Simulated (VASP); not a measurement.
## C: relaxation of cell and atoms with LDA

Crystal: C.

```
C
1.0
     2.52210    0.00000    0.00000
    -1.26105    2.18420    0.00000
     0.00000    0.00000   12.35570
C
12
Direct
  0.66667 0.33333 0.35417
  0.33333 0.66667 0.85417
  0.66667 0.33333 0.14583
  0.33333 0.66667 0.64583
  0.66667 0.33333 0.47917
  0.33333 0.66667 0.97917
  0.66667 0.33333 0.02083
  0.33333 0.66667 0.52083
  0.00000 0.00000 0.81250
  0.00000 0.00000 0.31250
  0.00000 0.00000 0.68750
  0.00000 0.00000 0.18750
```

```
Program                : VASP 6.6.1
Task                   : relaxation of cell and atoms
Functional             : LDA
Potentials or basis    : VASP PAW LDA potentials, release 64 (C)
Cutoff                 : 600 eV
k mesh                 : 12 × 12 × 3
Occupations            : fermi-dirac, width 0.05 eV
Spin                   : no spin polarisation
Dipole correction      : no
Further INCAR settings : ALGO = Normal; EDIFF = 1e-06; IBRION = 2; EDIFFG = -0.01; NSW = 60; ISIF = 3
```

| Quantity | Value |
| --- | --- |
| Relaxed volume | 5.52 Å³/atom |
| Relaxed cell | a = 2.494 Å, b = 2.494 Å, c = 12.300 Å, α = 90.00°, β = 90.00°, γ = 120.00° |
| Space group after relaxing (to 0.05 Å) | P6_3/mmc (No. 194) |
| Energy gained by relaxing | 7.5 meV/atom |
| Ionic steps | 8 |
| Pressure after relaxing | 0.0 GPa |
| Band gap on the k mesh | 4.50 eV, indirect (least direct gap 5.41 eV) |

Stress tensor (GPa, compression positive):
```
 0.02  0.00  0.00
 0.00  0.02  0.00
 0.00  0.00 -0.07
```

Step by step:
| step | energy change (eV) | largest force (eV/Å) | pressure (GPa) | volume (Å³) |
| --- | --- | --- | --- | --- |
| 1 | 0.0000 | 0.3390 | -12.03 | 68.06 |
| 2 | 0.0530 | 0.4979 | 17.57 | 63.95 |
| 3 | -0.0887 | 0.1211 | 0.16 | 66.21 |
| 4 | -0.0887 | 0.1172 | 0.42 | 66.17 |
| 5 | -0.0879 | 0.1449 | 0.07 | 66.22 |
| 6 | -0.0895 | 0.0401 | 0.28 | 66.19 |
| 7 | -0.0895 | 0.0345 | -0.26 | 66.27 |
| 8 | -0.0896 | 0.0015 | -0.01 | 66.23 |

Final structure:
```
C
1.0
     2.49356    0.00000    0.00000
    -1.24678    2.15948    0.00000
     0.00000    0.00000   12.30014
C
12
Cartesian
  1.2468 0.7198 4.3657
  0.0000 1.4397 10.5158
  1.2468 0.7198 1.7844
  0.0000 1.4397 7.9344
  1.2468 0.7198 5.8946
  0.0000 1.4397 12.0447
  1.2468 0.7198 0.2555
  0.0000 1.4397 6.4056
  2.4936 0.0000 10.0016
  -1.2468 2.1595 3.8516
  0.0000 0.0000 8.4486
  0.0000 0.0000 2.2985
```

Levels at points of the mesh, in eV from the valence-band top:
| k point | band 22 | band 23 | band 24 | band 25 | band 26 | band 27 |
| --- | --- | --- | --- | --- | --- | --- |
| (0.00, 0.00, 0.00) | -0.16 | 0.00 | 0.00 | 5.41 | 5.41 | 5.53 |
| (0.50, 0.00, 0.00) | -4.13 | -3.71 | -2.98 | 4.65 | 5.24 | 5.29 |

It took 5.6 min on 1 thread of Intel Xeon 6975P-C (shared host), peak memory 0.2 GiB.

A k mesh can miss the band edges. LDA usually gives volumes a few per cent too small.
